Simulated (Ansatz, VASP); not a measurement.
# Pt in VASP and in Ansatz

```xyz
1
Lattice="0.0000 1.9468 1.8446 1.8398 0.0000 1.8446 1.8398 1.9468 0.0000" Properties=species:S:1:pos:R:3 pbc="T T T"
Pt    0.0000    0.0000    0.0000
```

Change from the starting cell: normal strain along x -0.0550, normal strain along z -0.0525.

Alike in both runs: task single point; functional LDA; k mesh 20 × 20 × 20; occupations gaussian, width 0.15 eV; no spin polarisation.

|  | VASP | Ansatz |
| --- | --- | --- |
| version | VASP 6.6.1 | Ansatz 0.2.0 |
| potentials or method | VASP PAW LDA potentials, release 64 (Pt), cutoff 520 eV | scalar-relativistic, plane waves, PAW |
| valence electrons in the cell | 10 | 18 |

```tsv
	VASP	Ansatz	Ansatz less VASP
gap on the k mesh at the Fermi level (eV)	none	none	-
pressure (GPa)	47.1	46.1	-0.99
traceless stress, the component that is largest in VASP (GPa)	-7.59	-7.57	+0.024
```

LDA's correlation is that of Perdew and Zunger in VASP and of Perdew and Wang (1992) in Ansatz. A gap of «none» marks a metal or a gap that the smearing closes. Both programs put the cell under a high pressure, so it lies far from rest at this level. VASP's potentials hold 10 valence electrons a cell and Ansatz's 18, so a difference there can come from the potentials and not from the codes.

Spin-orbit coupling is off throughout.
